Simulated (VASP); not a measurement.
# Mg3CdTe4 (P-43m) in VASP: further runs

Mg3CdTe4 is run at these levels: PBE; tasks: single point, relaxation of cell and atoms, relaxation of the atoms.

Everything below comes from runs of VASP 6.6.1. Logs are shortened: lines on timing, memory, paths and dates and some standing lists are left out, and cuts for length are marked.

**1. The cell of the first run**

The structure is cubic, space group P-43m (No. 215). The conventional cell has a = 6.747 Å, b = 6.747 Å, c = 6.747 Å, α = 90.00°, β = 90.00°, γ = 90.00°. Within 3.8 Å of Mg (site symmetry -42m) lie 4 Te at 2.91 Å. Within 3.9 Å of Cd (site symmetry -43m) lie 4 Te at 2.95 Å. Te (site symmetry 3m) has 3 Mg at 2.91 Å and 1 Cd at 2.95 Å within 3.8 Å.

**2. Single point, PBE (38.39 Å³/atom)**

File INCAR:

```
PREC = Accurate
ENCUT = 520
EDIFF = 1E-6
ISMEAR = 0
SIGMA = 0.02
LREAL = F
LASPH = T
NELM = 100
ALGO = Normal
ISIF = 2
LWAVE = F
LCHARG = T
GGA = PE
LELF = T
LVHAR = T
NBANDS = 31
```

File KPOINTS:

```
regular mesh
0
Gamma
  4 4 4
```

File POSCAR:

```
Mg3CdTe4
1.0
    6.7469607670      0.0000000000      0.0000000000
    0.0000000000      6.7469607670      0.0000000000
    0.0000000000      0.0000000000      6.7469607670
Mg Cd Te
3 1 4
Direct
    0.0000000000      0.0000000000      0.5000000000
    0.0000000000      0.5000000000      0.0000000000
    0.5000000000      0.0000000000      0.0000000000
    0.5000000000      0.5000000000      0.5000000000
    0.7525879481      0.7525879481      0.7525879481
    0.7525879481      0.2474120519      0.2474120519
    0.2474120519      0.7525879481      0.2474120519
    0.2474120519      0.2474120519      0.7525879481
```

Potentials or basis: VASP PAW PBE potentials, release 64 (Mg, Cd, Te).

Launch:

```
> cat potpaw_PBE.64/Mg/POTCAR potpaw_PBE.64/Cd/POTCAR potpaw_PBE.64/Te/POTCAR > POTCAR
> mpirun -np 1 vasp_std > vasp.out
```

OUTCAR:

```text
PREC = Accurate
   ENCUT = 520
   EDIFF = 1E-6
   ISMEAR = 0
   LREAL = F
   LASPH = T
   NELM = 100
   ISIF = 2
   GGA = PE

 ion  position               nearest neighbor table
   1  0.000  0.000  0.500-   5 2.91   6 2.91   7 2.91   8 2.91
   2  0.000  0.500  0.000-   5 2.91   6 2.91   7 2.91   8 2.91
   3  0.500  0.000  0.000-   5 2.91   6 2.91   7 2.91   8 2.91
   4  0.500  0.500  0.500-   5 2.95   6 2.95   7 2.95   8 2.95
   5  0.753  0.753  0.753-   2 2.91   3 2.91   1 2.91   4 2.95
   6  0.753  0.247  0.247-   2 2.91   3 2.91   1 2.91   4 2.95
   7  0.247  0.753  0.247-   2 2.91   3 2.91   1 2.91   4 2.95
   8  0.247  0.247  0.753-   2 2.91   3 2.91   1 2.91   4 2.95

  LATTYP: Found a simple cubic cell.
 ALAT       =     6.7469607670

  Lattice vectors:

 A1 = (   6.7469607670,   0.0000000000,   0.0000000000)
 A2 = (   0.0000000000,   6.7469607670,   0.0000000000)
 A3 = (   0.0000000000,   0.0000000000,   6.7469607670)

Analysis of symmetry for initial positions (statically):
=====================================================================
 Subroutine PRICEL returns:
 Original cell was already a primitive cell.

 Routine SETGRP: Setting up the symmetry group for a
 simple cubic supercell.

 Subroutine GETGRP returns: Found 24 space group operations
 (whereof 24 operations were pure point group operations)
 out of a pool of 48 trial point group operations.

The static configuration has the point symmetry T_d .

Analysis of symmetry for dynamics (positions and initial velocities):
=====================================================================
 Subroutine PRICEL returns:
 Original cell was already a primitive cell.

 Routine SETGRP: Setting up the symmetry group for a
 simple cubic supercell.

 Subroutine GETGRP returns: Found 24 space group operations
 (whereof 24 operations were pure point group operations)
 out of a pool of 48 trial point group operations.

The dynamic configuration has the point symmetry T_d .

 Subroutine INISYM returns: Found 24 space group operations
 (whereof 24 operations are pure point group operations),
 and found     1 'primitive' translations

----------------------------------------------------------------------------------------

                                     Primitive cell

  volume of cell :     307.1316

[... 89 lines left out ...]
   IBRION =     -1    ionic relax: 0-MD 1-quasi-New 2-CG
   NFREE  =      0    steps in history (QN), initial steepest desc. (CG)
   ISIF   =      2    stress and relaxation
   ISYM   =      2    0-nonsym 1-usesym 2-fastsym
   POTIM  = 0.5000    time-step for ionic-motion
   TEBEG  =    0.0;   TEEND  =   0.0 temperature during run
   PSTRESS=    0.0 pullay stress
   NELECT =      42.0000    total number of electrons
   NUPDOWN=      -1.0000    fix difference up-down
   EMIN   =  10.00;   EMAX   =-10.00  energy-range for DOS
   EFERMI =   0.00;   METHOD = LEGACY
   ISMEAR =     0;   SIGMA  =   0.02  broadening in eV -4-tet -1-fermi 0-gaus
   EFERMI_NEDOS =   21; number of points for ismear=-14 and -15
   IALGO  =     38    algorithm
   IMIX   =      4    mixing-type and parameters
     AMIX     =   0.40;   BMIX     =  1.00
     AMIX_MAG =   1.60;   BMIX_MAG =  1.00
  volume/ion in A,a.u.               =      38.39       259.08
  Fermi-wavevector in a.u.,A,eV,Ry     =   0.843431  1.593854  9.678864  0.711376
  Thomas-Fermi vector in A             =   1.958298
   LORBIT       =      0    0 simple, 1 ext, 2 COOP (PROOUT), +10 PAW based schemes
   GGA     = PE    functional components
   LHFCALC =     F    Hartree Fock is set to
   AEXX    =    0.0000 exact exchange contribution
   IVDW    =     0    specifies the selected vdW correction
   LEPSILON=     F    determine dielectric tensor
   LRPA    =     F    only Hartree local field effects (RPA)
 non-spin polarized calculation
 Gauss-broadening in eV      SIGMA  =   0.02
  energy-cutoff  :      520.00
  volume of cell :      307.13
 maximum number of plane-waves:      8330
   NGX = 25   NGY = 25   NGZ = 25

 number of electron      41.9999991 magnetization

 Free energy of the ion-electron system (eV)
  ---------------------------------------------------
  ext. energy  EPLUGINS =         0.00000000
  ---------------------------------------------------
  free energy    TOTEN  =       -23.75843205 eV

  energy without entropy =      -23.75843205  energy(sigma->0) =      -23.75843205

 E-fermi :   1.2235     XC(G=0):  -7.5457

 val. band max:        1.0859599894   @ k =   0.0000   0.0000   0.0000
 cond. band min:       2.5240904457   @ k =   0.0000   0.0000   0.0000
 fundamental gap:      1.4381304563
 Fermi energy:         1.2234662297

 k-point     1 :       0.0000    0.0000    0.0000
  band No.  band energies     occupation
      1      -8.8820      2.00000
      2      -8.3674      2.00000
      3      -8.3674      2.00000
      4      -8.3674      2.00000
      5      -6.3427      2.00000
      6      -6.3427      2.00000
[... 329 lines left out ...]
     30       6.3923      0.00000
     31       6.3923      0.00000

------------------------ aborting loop because EDIFF is reached ----------------------------------------

  FORCE on cell =-STRESS in cart. coord.  units (eV):
  Direction    XX          YY          ZZ          XY          YZ          ZX
  --------------------------------------------------------------------------------------
  -------------------------------------------------------------------------------------
  Total       -5.0971707     -5.0971707     -5.0971707      0.0000000      0.0000000     -0.0000000
  in kB      -26.5898081    -26.5898081    -26.5898081      0.0000000      0.0000000     -0.0000000
  external PRESSURE =     -26.5898081 kB  Pullay stress =       0.0000000 kB

 VOLUME and BASIS-vectors are now :
 -----------------------------------------------------------------------------
  energy-cutoff  :      520.00
  volume of cell :      307.13
      direct lattice vectors                 reciprocal lattice vectors
     6.746960767  0.000000000  0.000000000     0.148214883  0.000000000  0.000000000
     0.000000000  6.746960767  0.000000000     0.000000000  0.148214883  0.000000000
     0.000000000  0.000000000  6.746960767     0.000000000  0.000000000  0.148214883

 POSITION                                       TOTAL-FORCE (eV/Angst)
 -----------------------------------------------------------------------------------
      0.00000      0.00000      3.37348        -0.000000     -0.000000     -0.000000
      0.00000      3.37348      0.00000        -0.000000     -0.000000     -0.000000
      3.37348      0.00000      0.00000         0.000000     -0.000000     -0.000000
      3.37348      3.37348      3.37348         0.000000      0.000000     -0.000000
      5.07768      5.07768      5.07768         0.009787      0.009787      0.009787
      5.07768      1.66928      1.66928         0.009787     -0.009787     -0.009787
      1.66928      5.07768      1.66928        -0.009787      0.009787     -0.009787
      1.66928      1.66928      5.07768        -0.009787     -0.009787      0.009787
 -----------------------------------------------------------------------------------
    total drift:                               -0.000000     -0.000000      0.000000

  FREE ENERGIE OF THE ION-ELECTRON SYSTEM (eV)
  ---------------------------------------------------
  free  energy   TOTEN  =       -23.7584320527 eV

  energy  without entropy=      -23.7584320527  energy(sigma->0) =      -23.75843205
```

stdout:

```text
POSCAR found type information on POSCAR MgCdTe
 POSCAR found :  3 types and       8 ions
 scaLAPACK will be used
 LDA part: xc-table for (Slater+PW92), standard interpolation
 POSCAR, INCAR and KPOINTS ok, starting setup
 FFT: planning ... GRIDC
 FFT: planning ... GRID_SOFT
 FFT: planning ... GRID
 WAVECAR not read
 entering main loop
```

It took 54 s on 1 thread of Intel Xeon 6975P-C (Granite Rapids), shared host; peak memory 0.39 GiB.

Results:

```
Free energy            : -23.7584 eV
Pressure               : -2.7 GPa
Largest force          : 0.017 eV/Å
Band gap on the k mesh : 1.44 eV
```

Forces in eV/Å, atoms in the order of the input:
```
Mg   0.000  0.000  0.000
Mg   0.000  0.000  0.000
Mg   0.000  0.000  0.000
Cd   0.000  0.000  0.000
Te   0.010  0.010  0.010
Te   0.010 -0.010 -0.010
Te  -0.010  0.010 -0.010
Te  -0.010 -0.010  0.010
```

Caveat: spin-orbit coupling is left out, which moves the levels of the heavy elements. A k mesh can miss the band edges.

**3. Relaxation of cell and atoms, PBE**

This run uses another cell than the first one, of 26.66 Å³/atom.

File INCAR:

```
SYSTEM = Mg3CdTe4
  PREC = Accurate
  ENCUT = 600
  EDIFF = 1E-6
  ISMEAR = 0
  SIGMA = 0.1
  LREAL = .False.
  LASPH = .True.
  NELM = 100
  ALGO = Normal
  ISIF = 3
  LWAVE = .False.
  LCHARG = .False.
  GGA = PE
  IBRION = 2
  NSW = 90
  EDIFFG = -0.04
```

File KPOINTS:

```
Automatic mesh
0
Gamma
  4 4 4
  0 0 0
```

File POSCAR:

```
Mg3CdTe4
1.0
    5.9745349200      0.0000000000      0.0000000000
    0.0000000000      5.9745349200      0.0000000000
    0.0000000000      0.0000000000      5.9745349200
Mg Cd Te
3 1 4
Direct
    0.0000000000      0.0000000000      0.5000000000
    0.0000000000      0.5000000000      0.0000000000
    0.5000000000      0.0000000000      0.0000000000
    0.5000000000      0.5000000000      0.5000000000
    0.7500000000      0.7500000000      0.7500000000
    0.7500000000      0.2500000000      0.2500000000
    0.2500000000      0.7500000000      0.2500000000
    0.2500000000      0.2500000000      0.7500000000
```

Potentials or basis: VASP PAW PBE potentials, release 64 (Mg, Cd, Te).

Launch:

```
> cat potpaw_PBE.64/Mg/POTCAR potpaw_PBE.64/Cd/POTCAR potpaw_PBE.64/Te/POTCAR > POTCAR
> mpirun -np 1 vasp_std > vasp.out
```

It took 2.1 min on 1 thread of Intel Xeon 6975P-C (Granite Rapids), shared host; peak memory 0.38 GiB.

Results (log left out):

* Free energy: -24.0066 eV
* Relaxed volume: 34.94 Å³/atom
* Relaxed cell: a = 6.539 Å, b = 6.539 Å, c = 6.539 Å, α = 90.00°, β = 90.00°, γ = 90.00°
* Space group after relaxing (to 0.1 Å): P-43m (No. 215)
* Energy gained by relaxing: 346.1 meV/atom
* Ionic steps: 5
* Pressure after relaxing: 0.0 GPa
* Band gap on the k mesh: 1.77 eV

The path:
```csv
step,energy change (eV),largest force (eV/Å),pressure (GPa),volume (Å³)
1,0.0000,0.8049,16.87,213.26
2,-2.4263,0.0530,-3.02,312.14
3,-2.7678,0.0508,0.16,278.04
4,-2.7685,0.0437,-0.04,279.63
5,-2.7688,0.0300,-0.03,279.55
```

Final structure:
```
CELL_PARAMETERS angstrom
6.53862 0.00000 0.00000
0.00000 6.53862 0.00000
0.00000 0.00000 6.53862
ATOMIC_POSITIONS crystal
Mg 0.00000 0.00000 0.50000
Mg 0.00000 0.50000 0.00000
Mg 0.50000 0.00000 0.00000
Cd 0.50000 0.50000 0.50000
Te 0.75294 0.75294 0.75294
Te 0.75294 0.24706 0.24706
Te 0.24706 0.75294 0.24706
Te 0.24706 0.24706 0.75294
```

Levels at points of the mesh, in eV from the valence-band top:
| k point | band 17 | band 18 | band 19 | band 20 | band 21 | band 22 | band 23 | band 24 | band 25 | band 26 |
| --- | --- | --- | --- | --- | --- | --- | --- | --- | --- | --- |
| (0.00, 0.00, 0.00) | -1.26 | -1.26 | 0.00 | 0.00 | 0.00 | 1.77 | 2.86 | 2.86 | 2.86 | 2.87 |
| (0.50, 0.00, 0.00) | -1.53 | -0.81 | -0.81 | -0.64 | -0.64 | 3.41 | 3.81 | 3.85 | 3.93 | 4.60 |
| (0.50, 0.50, 0.00) | -1.56 | -0.62 | -0.49 | -0.44 | -0.44 | 3.43 | 4.09 | 4.09 | 4.18 | 5.53 |
| (0.50, 0.50, 0.50) | -0.51 | -0.51 | -0.35 | -0.35 | -0.35 | 2.10 | 3.04 | 3.04 | 3.04 | 5.33 |

Caveat: the volume moved by over 15 % at a fixed basis, so the end points are rough; spin-orbit coupling is left out, which moves the levels of the heavy elements. A k mesh can miss the band edges.

**4. Relaxation of the atoms, PBE (35.95 Å³/atom)**

This run uses another cell than the first one, of 35.95 Å³/atom.

File INCAR:

```
SYSTEM = Mg3CdTe4
PREC = Accurate ; ENCUT = 520
EDIFF = 1E-6 ; ISMEAR = 0
SIGMA = 0.02 ; LREAL = .FALSE.
LASPH = .TRUE. ; NELM = 100
ALGO = Normal ; ISIF = 2
LWAVE = .FALSE. ; LCHARG = .FALSE.
GGA = PE ; IBRION = 2
NSW = 50 ; EDIFFG = -0.01
```

File KPOINTS:

```
regular mesh
0
G
  4 4 4
  0 0 0
```

File POSCAR:

```
Mg3CdTe4
1.0
    6.6006954909      0.0000000000      0.0000000000
    0.0000000000      6.6006954909      0.0000000000
    0.0000000000      0.0000000000      6.6006954909
Mg Cd Te
3 1 4
Direct
    0.0000000000      0.0000000000      0.5000000000
    0.0000000000      0.5000000000      0.0000000000
    0.5000000000      0.0000000000      0.0000000000
    0.5000000000      0.5000000000      0.5000000000
    0.7531251698      0.7531251698      0.7531251698
    0.7531251698      0.2468748302      0.2468748302
    0.2468748302      0.7531251698      0.2468748302
    0.2468748302      0.2468748302      0.7531251698
```

Launch:

```
> cat potpaw_PBE.64/Mg/POTCAR potpaw_PBE.64/Cd/POTCAR potpaw_PBE.64/Te/POTCAR > POTCAR
> mpirun -np 1 vasp_std > vasp.out
```

It took 2.9 min on 1 thread of Intel Xeon 8259CL, shared host; peak memory 0.39 GiB.

The run converged. Its results:

```yaml
Free_energy: -23.9850 eV
Pressure_after_relaxing: -0.9 GPa
Largest_force_after_relaxing: 0.004 eV/Å
Band_gap_on_the_k_mesh: 1.66 eV
```

Forces in eV/Å, atoms in the order of the input:
```
Mg   0.000  0.000  0.000
Mg   0.000  0.000  0.000
Mg   0.000  0.000  0.000
Cd   0.000  0.000  0.000
Te   0.002  0.002  0.002
Te   0.002 -0.002 -0.002
Te  -0.002  0.002 -0.002
Te  -0.002 -0.002  0.002
```

Final structure:
```
Mg Cd Te
1.0
     6.60070    0.00000    0.00000
     0.00000    6.60070    0.00000
     0.00000    0.00000    6.60070
Mg Cd Te
3 1 4
Direct
  0.00000 0.00000 0.50000
  0.00000 0.50000 0.00000
  0.50000 0.00000 0.00000
  0.50000 0.50000 0.50000
  0.75313 0.75313 0.75313
  0.75313 0.24687 0.24687
  0.24687 0.75313 0.24687
  0.24687 0.24687 0.75313
```

Levels at points of the mesh, in eV from the valence-band top:
```
           k point  band 17  band 18  band 19  band 20  band 21  band 22  band 23  band 24  band 25  band 26
(0.00, 0.00, 0.00)    -1.21    -1.21     0.00     0.00     0.00     1.66     2.84     2.90     2.90     2.90
(0.50, 0.00, 0.00)    -1.46    -0.77    -0.77    -0.62    -0.62     3.32     3.78     3.84     3.87     4.60
(0.50, 0.50, 0.00)    -1.49    -0.60    -0.47    -0.42    -0.42     3.33     4.03     4.03     4.12     5.46
(0.50, 0.50, 0.50)    -0.50    -0.50    -0.34    -0.34    -0.34     2.04     2.98     2.98     2.98     5.33
```

Caveat: the relaxation stopped at its first step, so nothing moved; spin-orbit coupling is left out, which moves the levels of the heavy elements.

**5. Overview**

```csv
task,cell,cutoff (eV),smearing,gap on the mesh (eV),pressure (GPa)
single point,"a = 6.747 Å, 8 atoms, atomic positions A",520,gaussian 0.02 eV,1.44,-2.7
relaxation of cell and atoms,"relaxed from a = 5.975 Å, 8 atoms, atomic positions B",600,gaussian 0.1 eV,1.77,0.0
relaxation of the atoms,"atoms relaxed from a = 6.601 Å, 8 atoms, atomic positions A",520,gaussian 0.02 eV,1.66,-0.9
```

Alike in all rows: level PBE; potentials or basis VASP PAW PBE potentials, release 64 (Mg, Cd, Te); no spin polarisation; k mesh 4 × 4 × 4.

Caveats: spin-orbit coupling is left out, which moves the levels of the heavy elements; the volume moved by over 15 % at a fixed basis, so the end points are rough (at least some runs); the relaxation stopped at its first step, so nothing moved (at least some runs).

Absolute energies hang on the potentials; compare differences alone.
